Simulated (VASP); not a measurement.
# HfN (I4mm) in VASP: further runs

The runs below take HfN through single point, with PBE.

Program: VASP 6.6.1. These are calculated values, not measurements. Logs are shortened: lines on timing, memory, paths and dates and some standing lists are left out, and cuts for length are marked.

### Step 1. The cell of the first run

Symmetry: I4mm, No. 107, tetragonal system. The conventional cell has a = 3.216 Å, b = 3.216 Å, c = 4.548 Å, α = 90.00°, β = 90.00°, γ = 90.00°. Within 2.9 Å of Hf (site symmetry 4mm) lie 6 N at 2.17 to 2.38 Å. N (site symmetry 4mm) has 6 Hf at 2.17 to 2.38 Å within 2.9 Å.

### Step 2. Single point, PBE (mode 5 frozen in at -0.097 Å, normal strain along y +0.0000)

The input, INCAR:

```
PREC     = Accurate       # precision mode
ENCUT    = 520            # plane-wave cutoff, eV
EDIFF    = 1E-6           # SCF threshold, eV
ISMEAR   = 0              # smearing method
SIGMA    = 0.15           # smearing width, eV
LREAL    = F              # projectors in reciprocal space
LASPH    = T              # aspherical terms in the spheres
NELM     = 80             # most SCF steps
ALGO     = Normal         # electronic algorithm
ISIF     = 2              # what is computed and relaxed
LWAVE    = F              # write WAVECAR
LCHARG   = F              # write CHGCAR
GGA      = PE             # functional
NBANDS   = 14             # bands
```

The input, KPOINTS:

```
regular mesh
0
Gamma
  16 16 16
```

The input, POSCAR:

```
HfN
1.0
    0.0000000000      2.2738140414      2.2738140414
    2.2738140414      0.0000000000      2.2738140414
    2.2738140414      2.2738140414      0.0000000000
Hf N
1 1
Direct
    0.0016738745     -0.0016738745      0.0016738745
    0.4786701994      0.5213298006      0.4786701994
```

Potentials or basis: VASP PAW PBE potentials, release 64 (Hf_pv, N).

The run is started by

```
$ cat potpaw_PBE.64/Hf_pv/POTCAR potpaw_PBE.64/N/POTCAR > POTCAR
$ mpirun -np 1 vasp_std > vasp.out
```

OUTCAR:

```text
PREC = Accurate
   ENCUT = 520
   EDIFF = 1E-6
   ISMEAR = 0
   LREAL = F
   LASPH = T
   NELM = 80
   ISIF = 2
   GGA = PE

 ion  position               nearest neighbor table
   1  0.002  0.998  0.002-   2 2.17   2 2.28   2 2.28   2 2.28   2 2.28   2 2.38
   2  0.479  0.521  0.479-   1 2.17   1 2.28   1 2.28   1 2.28   1 2.28   1 2.38

  LATTYP: Found a face centered cubic cell.
 ALAT       =     4.5476280828

  Lattice vectors:

 A1 = (   0.0000000000,   2.2738140414,   2.2738140414)
 A2 = (   2.2738140414,   0.0000000000,   2.2738140414)
 A3 = (   2.2738140414,   2.2738140414,   0.0000000000)

Analysis of symmetry for initial positions (statically):
=====================================================================
 Subroutine PRICEL returns:
 Original cell was already a primitive cell.

 Routine SETGRP: Setting up the symmetry group for a
 face centered cubic supercell.

 Subroutine GETGRP returns: Found  8 space group operations
 (whereof  8 operations were pure point group operations)
 out of a pool of 48 trial point group operations.

The static configuration has the point symmetry C_4v.

Analysis of symmetry for dynamics (positions and initial velocities):
=====================================================================
 Subroutine PRICEL returns:
 Original cell was already a primitive cell.

 Routine SETGRP: Setting up the symmetry group for a
 face centered cubic supercell.

 Subroutine GETGRP returns: Found  8 space group operations
 (whereof  8 operations were pure point group operations)
 out of a pool of 48 trial point group operations.

The dynamic configuration has the point symmetry C_4v.

 Subroutine INISYM returns: Found  8 space group operations
 (whereof  8 operations are pure point group operations),
 and found     1 'primitive' translations

----------------------------------------------------------------------------------------

                                     Primitive cell

  volume of cell :      23.5123

  direct lattice vectors                    reciprocal lattice vectors
     0.000000000  2.273814041  2.273814041    -0.219894851  0.219894851  0.219894851
     2.273814041  0.000000000  2.273814041     0.219894851 -0.219894851  0.219894851
     2.273814041  2.273814041  0.000000000     0.219894851  0.219894851 -0.219894851

  length of vectors
     3.215658656  3.215658656  3.215658656     0.380869054  0.380869054  0.380869054

  position of ions in fractional coordinates (direct lattice)
     0.001673874  0.998326126  0.001673874
     0.478670199  0.521329801  0.478670199

  ion indices of the primitive-cell ions
   primitive index   ion index
                 1           1
                 2           2

----------------------------------------------------------------------------------------

 KPOINTS: regular mesh

Automatic generation of k-mesh.
 Grid dimensions read from file:
 generate k-points for:   16   16   16

 Generating k-lattice:

  Cartesian coordinates                     Fractional coordinates (reciprocal lattice)
    -0.013743428  0.013743428  0.013743428     0.062500000  0.000000000  0.000000000
     0.013743428 -0.013743428  0.013743428     0.000000000  0.062500000  0.000000000
     0.013743428  0.013743428 -0.013743428     0.000000000  0.000000000  0.062500000

  Length of vectors
     0.023804316  0.023804316  0.023804316

  Shift w.r.t. Gamma in fractional coordinates (k-lattice)
     0.000000000  0.000000000  0.000000000

 Subroutine IBZKPT returns following result:
 ===========================================

 Found    349 irreducible k-points:

 Following reciprocal coordinates:
            Coordinates               Weight
  0.000000  0.000000  0.000000      1.000000
  0.062500  0.000000  0.000000      8.000000
  0.125000  0.000000  0.000000      8.000000
  0.187500  0.000000  0.000000      8.000000
  0.250000  0.000000  0.000000      8.000000
  0.312500  0.000000  0.000000      8.000000
[... 16 lines left out ...]
  0.062500  0.000000  0.437500      8.000000
  0.500000  0.062500  0.000000     16.000000
 [... further k-points ...]
   k-points           NKPTS =    349   k-points in BZ     NKDIM =    349   number of bands    NBANDS=     14
   number of dos      NEDOS =    301   number of ions     NIONS =      2
   total plane-waves  NPLWV =  13824
   dimension x,y,z NGX =    24 NGY =   24 NGZ =   24
   dimension x,y,z NGXF=    48 NGYF=   48 NGZF=   48
   ions per type =               1   1
   NGX,Y,Z   is equivalent  to a cutoff of  12.41, 12.41, 12.41 a.u.
   NGXF,Y,Z  is equivalent  to a cutoff of  24.82, 24.82, 24.82 a.u.
 SYSTEM =  unknown system
   PREC   = accura    normal or accurate (medium, high low for compatibility)
   ISTART =      0    job   : 0-new  1-cont  2-samecut
   ICHARG =      2    charge: 1-file 2-atom 10-const
   ISPIN  =      1    spin polarized calculation?
   LNONCOLLINEAR =      F non collinear calculations
   LSORBIT =      F    spin-orbit coupling
   LASPH  =      T    aspherical Exc in radial PAW
   ENCUT  =  520.0 eV  38.22 Ry    6.18 a.u.   5.98  5.98  5.98*2*pi/ulx,y,z
   NELM   =     80;   NELMIN=  2; NELMDL= -5     # of ELM steps
   EDIFF  = 0.1E-05   stopping-criterion for ELM
   LREAL  =      F    real-space projection
   EDIFFG = 0.1E-04   stopping-criterion for IOM
   NSW    =      0    number of steps for IOM
   IBRION =     -1    ionic relax: 0-MD 1-quasi-New 2-CG
   NFREE  =      0    steps in history (QN), initial steepest desc. (CG)
   ISIF   =      2    stress and relaxation
   ISYM   =      2    0-nonsym 1-usesym 2-fastsym
   POTIM  = 0.5000    time-step for ionic-motion
   TEBEG  =    0.0;   TEEND  =   0.0 temperature during run
   PSTRESS=    0.0 pullay stress
   NELECT =      15.0000    total number of electrons
   NUPDOWN=      -1.0000    fix difference up-down
   EMIN   =  10.00;   EMAX   =-10.00  energy-range for DOS
   EFERMI =   0.00;   METHOD = LEGACY
   ISMEAR =     0;   SIGMA  =   0.15  broadening in eV -4-tet -1-fermi 0-gaus
   EFERMI_NEDOS =   21; number of points for ismear=-14 and -15
   IALGO  =     38    algorithm
   IMIX   =      4    mixing-type and parameters
     AMIX     =   0.40;   BMIX     =  1.00
     AMIX_MAG =   1.60;   BMIX_MAG =  1.00
  volume/ion in A,a.u.               =      11.76        79.33
  Fermi-wavevector in a.u.,A,eV,Ry     =   1.409311  2.663212 27.023330  1.986159
  Thomas-Fermi vector in A             =   2.531380
   LORBIT       =      0    0 simple, 1 ext, 2 COOP (PROOUT), +10 PAW based schemes
   GGA     = PE    functional components
   LHFCALC =     F    Hartree Fock is set to
   AEXX    =    0.0000 exact exchange contribution
   IVDW    =     0    specifies the selected vdW correction
   LEPSILON=     F    determine dielectric tensor
   LRPA    =     F    only Hartree local field effects (RPA)
 non-spin polarized calculation
 Gauss-broadening in eV      SIGMA  =   0.15
  energy-cutoff  :      520.00
  volume of cell :       23.51
 maximum number of plane-waves:       648
   NGX = 11   NGY = 11   NGZ = 11

 number of electron      15.0000000 magnetization

 Free energy of the ion-electron system (eV)
  ---------------------------------------------------
  ext. energy  EPLUGINS =         0.00000000
  ---------------------------------------------------
  free energy    TOTEN  =       -21.70049958 eV

  energy without entropy =      -21.69383017  energy(sigma->0) =      -21.69716487

 E-fermi :   8.2083     XC(G=0): -12.6249

 val. band max:        8.2008412664   @ k =   0.4375   0.1875   0.0625
 cond. band min:       8.2098111074   @ k =   0.1250   0.0000   0.3750
 fundamental gap:      0.0089698409
 Fermi energy:         8.2082883713

 k-point     1 :       0.0000    0.0000    0.0000
  band No.  band energies     occupation
      1     -23.0190      2.00000
      2     -23.0039      2.00000
      3     -23.0039      2.00000
      4      -9.1840      2.00000
      5       5.0437      2.00000
      6       5.0437      2.00000
      7       5.0526      2.00000
      8       7.8865      1.99758
      9       8.0675      1.81563
     10       8.0675      1.81563
     11       9.7976      0.00000
     12      10.1443      0.00000
     13      10.3668      0.00000
     14      17.7030      0.00000

 k-point     2 :       0.0625    0.0000    0.0000
  band No.  band energies     occupation
      1     -23.0485      2.00000
      2     -23.0150      2.00000
      3     -23.0071      2.00000
      4      -9.0976      2.00000
      5       4.5683      2.00000
      6       4.8468      2.00000
      7       4.9766      2.00000
      8       7.9219      1.99307
      9       8.1524      1.40164
     10       8.1810      1.20334
     11      10.0897      0.00000
     12      10.4548      0.00000
     13      10.6747      0.00000
     14      18.0037      0.00000

 k-point     3 :       0.1250    0.0000    0.0000
  band No.  band energies     occupation
      1     -23.1517      2.00000
      2     -23.0252      2.00000
      3     -23.0162      2.00000
      4      -8.8492      2.00000
      5       3.7295      2.00000
      6       4.3672      2.00000
      7       4.4893      2.00000
      8       8.0855      1.75314
      9       8.4265      0.03964
     10       8.4407      0.02847
     11      10.8280      0.00000
     12      11.2450      0.00000
     13      11.4508      0.00000
     14      18.8381      0.00000
[... 324 lines left out ...]
 k-point    23 :       0.0625    0.0000    0.4375
  band No.  band energies     occupation
      1     -23.8359      2.00000
      2     -23.1030      2.00000
      3     -23.0958      2.00000
      4      -6.8446      2.00000
      5      -0.1514      2.00000
      6       2.2485      2.00000
      7       2.3751      2.00000
      8      10.0583      0.00000
      9      11.4785      0.00000
     10      11.7318      0.00000
     11      13.2413      0.00000
     12      15.6983      0.00000
     13      16.6763      0.00000
     14      19.8203      0.00000

 k-point    24 :       0.5000    0.0625    0.0000
  band No.  band energies     occupation
      1     -23.8845      2.00000
      2     -23.1107      2.00000
      3     -23.0994      2.00000
      4      -6.6564      2.00000
      5      -0.4240      2.00000
      6       2.1360      2.00000
      7       2.2440      2.00000
      8      10.8590      0.00000
      9      11.5509      0.00000
     10      11.8573      0.00000
     11      13.1498      0.00000
     12      16.5096      0.00000
     13      16.8139      0.00000
     14      19.5938      0.00000

 [... further k-points ...]
[... 5 lines left out ...]
  --------------------------------------------------------------------------------------
  -------------------------------------------------------------------------------------
  Total       -0.3259811      0.2544994     -0.3259811      0.0000000      0.0000000      0.0000000
  in kB      -22.2130462     17.3421321    -22.2130462      0.0000000      0.0000000      0.0000000
  external PRESSURE =      -9.0279867 kB  Pullay stress =       0.0000000 kB

 VOLUME and BASIS-vectors are now :
 -----------------------------------------------------------------------------
  energy-cutoff  :      520.00
  volume of cell :       23.51
      direct lattice vectors                 reciprocal lattice vectors
     0.000000000  2.273814041  2.273814041    -0.219894851  0.219894851  0.219894851
     2.273814041  0.000000000  2.273814041     0.219894851 -0.219894851  0.219894851
     2.273814041  2.273814041  0.000000000     0.219894851  0.219894851 -0.219894851

 POSITION                                       TOTAL-FORCE (eV/Angst)
 -----------------------------------------------------------------------------------
      2.27381      0.00761      2.27381         0.000000     -1.152940      0.000000
      2.27381      2.17681      2.27381         0.000000      1.152940      0.000000
 -----------------------------------------------------------------------------------
    total drift:                               -0.000000     -0.000026     -0.000000

  FREE ENERGIE OF THE ION-ELECTRON SYSTEM (eV)
  ---------------------------------------------------
  free  energy   TOTEN  =       -21.7004995820 eV

  energy  without entropy=      -21.6938301674  energy(sigma->0) =      -21.69716487
```

Wall time 52 s (1 thread of Intel Xeon Platinum 8488C (Sapphire Rapids), shared host); peak memory 0.24 GiB.

What came out:

```yaml
Free_energy: -21.7005 eV
Pressure: -0.9 GPa
Largest_force: 1.153 eV/Å
```

Forces in eV/Å, atoms in the order of the input:
```
Hf   0.000 -1.153  0.000
N    0.000  1.153  0.000
```

Levels at points of the mesh, in eV from the Fermi level:
```
           k point  band 5  band 6  band 7  band 8  band 9  band 10  band 11  band 12
(0.00, 0.00, 0.00)   -3.16   -3.16   -3.16   -0.32   -0.14    -0.14     1.59     1.94
(0.50, 0.00, 0.00)   -8.76   -6.08   -6.06    3.14    3.50     3.63     4.37     8.41
(0.50, 0.50, 0.00)   -5.42   -4.44   -3.71   -2.92    4.06     5.29     5.37     5.38
(0.50, 0.00, 0.50)   -5.39   -3.72   -3.69   -3.69    4.02     5.28     5.37     5.37
```

Caveat: the cell differs from its parent crystal (mode 5 frozen in at -0.097 Å, normal strain along y +0.0000); spin-orbit coupling is left out, which moves the levels of the heavy elements; forces of over 1 eV/Å act on the atoms, so gaps and moduli don't describe the material at rest.

### Step 3. Single point, PBE (mode 5 frozen in at -0.058 Å, normal strain along y +0.0000)

The input, INCAR:

```
  PREC = Accurate
  ENCUT = 520
  EDIFF = 1E-6
  ISMEAR = 0
  SIGMA = 0.15
  LREAL = False
  LASPH = True
  NELM = 100
  ALGO = Normal
  ISIF = 2
  LWAVE = False
  LCHARG = False
  GGA = PE
  NBANDS = 14
```

KPOINTS is that of step 2.

The input, POSCAR:

```
HfN
1.0
    0.0000000000      2.2738140414      2.2738140414
    2.2738140414      0.0000000000      2.2738140414
    2.2738140414      2.2738140414      0.0000000000
Hf N
1 1
Direct
    0.0010043247     -0.0010043247      0.0010043247
    0.4872021197      0.5127978803      0.4872021197
```

Potentials or basis: VASP PAW PBE potentials, release 64 (Hf_pv, N).

The run is started by

```
$ cat potpaw_PBE.64/Hf_pv/POTCAR potpaw_PBE.64/N/POTCAR > POTCAR
$ mpirun -np 1 vasp_std > vasp.out
```

Wall time 53 s (1 thread of Intel Xeon Platinum 8488C (Sapphire Rapids), shared host); peak memory 0.23 GiB.

It converged, with:

| Quantity | Value |
| --- | --- |
| Free energy | -21.7390 eV |
| Pressure | -1.8 GPa |
| Largest force | 0.689 eV/Å |

Forces on the atoms (eV/Å):
```
Hf   0.000 -0.689  0.000
N    0.000  0.689  0.000
```

Stress tensor (GPa, compression positive):
```
-2.28  0.00  0.00
 0.00 -0.85  0.00
 0.00  0.00 -2.28
```

Levels at points of the mesh, in eV from the Fermi level:
| k point | band 5 | band 6 | band 7 | band 8 | band 9 | band 10 | band 11 | band 12 |
| --- | --- | --- | --- | --- | --- | --- | --- | --- |
| (0.00, 0.00, 0.00) | -3.07 | -3.07 | -3.06 | -0.33 | -0.27 | -0.27 | 1.60 | 1.92 |
| (0.50, 0.00, 0.00) | -8.77 | -6.09 | -6.08 | 3.17 | 3.56 | 3.61 | 4.34 | 8.53 |
| (0.50, 0.50, 0.00) | -5.42 | -4.15 | -3.70 | -3.24 | 4.01 | 5.33 | 5.37 | 5.37 |
| (0.50, 0.00, 0.50) | -5.41 | -3.72 | -3.69 | -3.69 | 4.00 | 5.33 | 5.37 | 5.37 |

Caveat: the cell differs from its parent crystal (mode 5 frozen in at -0.058 Å, normal strain along y +0.0000); spin-orbit coupling is left out, which moves the levels of the heavy elements.

### Step 4. Single point, PBE (mode 5 frozen in at -0.019 Å, normal strain along y +0.0000)

The input, INCAR:

```
SYSTEM = HfN
PREC = Accurate ; ENCUT = 520
EDIFF = 1E-6 ; ISMEAR = 0
SIGMA = 0.15 ; LREAL = .False.
LASPH = .True. ; NELM = 60
ALGO = Normal ; ISIF = 2
LWAVE = .False. ; LCHARG = .False.
GGA = PE ; NBANDS = 14
```

The input, KPOINTS:

```
Automatic mesh
0
Gamma
  16 16 16
  0 0 0
```

The input, POSCAR:

```
HfN
1.0
    0.0000000000      2.2738140414      2.2738140414
    2.2738140414      0.0000000000      2.2738140414
    2.2738140414      2.2738140414      0.0000000000
Hf N
1 1
Direct
    0.0003347749     -0.0003347749      0.0003347749
    0.4957340399      0.5042659601      0.4957340399
```

The run is started by

```
$ cat potpaw_PBE.64/Hf_pv/POTCAR potpaw_PBE.64/N/POTCAR > POTCAR
$ mpirun -np 1 vasp_std > vasp.out
```

Run time: 50 s. Hardware: 1 thread of Intel Xeon Platinum 8488C (Sapphire Rapids), shared host; peak memory 0.24 GiB.

The run converged. Its results:

```
Free energy   : -21.7582 eV
Pressure      : -2.3 GPa
Largest force : 0.229 eV/Å
```

Forces in eV/Å, atoms in the order of the input:
```
Hf   0.000 -0.229  0.000
N    0.000  0.229  0.000
```

Stress tensor (GPa, compression positive):
```
-2.31  0.00  0.00
 0.00 -2.15  0.00
 0.00  0.00 -2.31
```

Levels at points of the mesh, in eV from the Fermi level:
```tsv
k point	band 6	band 7	band 8	band 9	band 10	band 11
(0.00, 0.00, 0.00)	-3.02	-3.02	-0.34	-0.33	-0.33	1.61
(0.50, 0.00, 0.00)	-6.09	-6.09	3.18	3.60	3.60	4.32
(0.50, 0.50, 0.00)	-3.86	-3.69	-3.55	3.99	5.35	5.37
(0.50, 0.00, 0.50)	-3.73	-3.69	-3.69	3.99	5.35	5.37
```

Caveat: the cell differs from its parent crystal (mode 5 frozen in at -0.019 Å, normal strain along y +0.0000); spin-orbit coupling is left out, which moves the levels of the heavy elements.

(Part 1 of 2 ends here.)
